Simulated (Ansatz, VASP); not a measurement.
Given: the input of a run of VASP 6.6.1 on GaN.

Contents of INCAR:

```
SYSTEM = GaN
PREC = Accurate ; ENCUT = 600
EDIFF = 1E-6 ; ISMEAR = -1
SIGMA = 0.05 ; LREAL = .False.
LASPH = .True. ; NELM = 80
ALGO = Normal ; ISIF = 3
LWAVE = .False. ; LCHARG = .False.
GGA = PS ; IVDW = 13
IBRION = 2 ; NSW = 60
EDIFFG = -0.01
```

KPOINTS

```
regular mesh
0
Gamma
  11 11 11
  0 0 0
```

Contents of POSCAR:

```
GaN
1.0
    0.0000000000      2.1352350000      2.1352350000
    2.1352350000      0.0000000000      2.1352350000
    2.1352350000      2.1352350000      0.0000000000
Ga N
1 1
Direct
    0.0000000000      0.0000000000      0.0000000000
    0.5000000000      0.5000000000      0.5000000000
```

Potentials or basis: VASP PAW PBE potentials, release 64 (Ga_d, N).

Run with:

```bash
$ cat potpaw_PBE.64/Ga_d/POTCAR potpaw_PBE.64/N/POTCAR > POTCAR
$ mpirun -np 1 vasp_std > vasp.out
```

Task: Set up the same calculation for Ansatz 0.2.0. Potentials there: Ansatz PAW.

Result: As run (the cutoff follows the program's own potentials):

Contents of input.yaml:

```yaml
crystal:
  lattice:
    - [0.0, 2.135235, 2.135235]
    - [2.135235, 0.0, 2.135235]
    - [2.135235, 2.135235, 0.0]
  atoms:
    - { symbol: Ga, position: [0.0, 0.0, 0.0] }
    - { symbol: "N", position: [0.5, 0.5, 0.5] }
hamiltonian:
  xc: pbesol
  pseudopotentials: { kind: paw }
  dispersion: d4
kpoints:
  mp_grid: { grid: [11, 11, 11] }
scf:
  occupations: { method: fermi_dirac, width: 0.05 }
output:
  forces: true
  stress: true
  eigenvalues: true
relax:
  f_tol: 0.01
  max_steps: 40
  cell: { stress_tol: 0.05 }
```

Potentials or basis: Ansatz PAW.

Launch:

```sh
$ ansatz run input.yaml --threads 2 --pin off --max-ram 5632MiB --backend cpu --events-out ev --progress --plain --runs-dir out
```

Both were run:

|  | VASP | Ansatz | Ansatz less VASP |
| --- | --- | --- | --- |
| gap on the k mesh at the Fermi level, each at its own relaxed structure (eV) | 0.79 | 0.81 | +0.018 |
| relaxed volume (Å³/atom) | 9.23 | 9.22 | -0.012 |
| relaxed cell length with the largest relative difference (Å) | 2.967 | 2.965 | -0.0013 |

VASP's potentials were made for PBE, not for PBEsol.

Noted on Ansatz's run: odd divisions of the mesh miss points on the zone boundary, where band edges often lie, so the gap on the mesh can be too wide; the plane-wave basis is chosen anew once the cell has moved, so the energies of steps on either side of that aren't comparable.
